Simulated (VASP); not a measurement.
A run of VASP 6.6.1 is set up as follows.

INCAR

```
PREC     = Accurate       # precision mode
ENCUT    = 520            # plane-wave cutoff, eV
EDIFF    = 1E-6           # SCF threshold, eV
ISMEAR   = 0              # smearing method
SIGMA    = 0.1            # smearing width, eV
LREAL    = False          # projectors in reciprocal space
LASPH    = True           # aspherical terms in the spheres
NELM     = 100            # most SCF steps
ALGO     = Normal         # electronic algorithm
ISIF     = 2              # what is computed and relaxed
LWAVE    = False          # write WAVECAR
LCHARG   = False          # write CHGCAR
LDIPOL   = True         
IDIPOL   = 3            
DIPOL    = 0.5 0.5 0.500
GGA      = PE             # functional
IBRION   = 2              # ionic algorithm
NSW      = 70             # ionic steps
EDIFFG   = -0.03          # ionic threshold
```

Contents of KPOINTS:

```
Automatic mesh
0
Gamma
  11 11 1
```

Contents of POSCAR:

```
Cu
1.0
    2.5659772347      0.0000000000      0.0000000000
    0.0000000000      2.5659772347      0.0000000000
    0.0000000000      0.0000000000     17.6288398061
Cu
3
Selective dynamics
Direct
    0.5000000000      0.5000000000      0.3970766129  F F F
    0.0000000000      0.0000000000      0.5000000000  T T T
    0.5000000000      0.5000000000      0.6029233871  T T T
```

Potentials or basis: VASP PAW PBE potentials, release 64 (Cu).

The run is started by

```sh
$ cat potpaw_PBE.64/Cu/POTCAR > POTCAR
$ mpirun -np 1 vasp_std > vasp.out
```

Question: What does it give for the energy gained by relaxing?

Answer: 2.7 meV/atom.

Final structure:
```xyz
3
Lattice="2.5660 0.0000 0.0000 0.0000 2.5660 0.0000 0.0000 0.0000 17.6288" Properties=species:S:1:pos:R:3 pbc="T T T"
Cu    1.2830    1.2830    7.0000
Cu    0.0000    0.0000    8.7714
Cu    1.2830    1.2830   10.5445
```
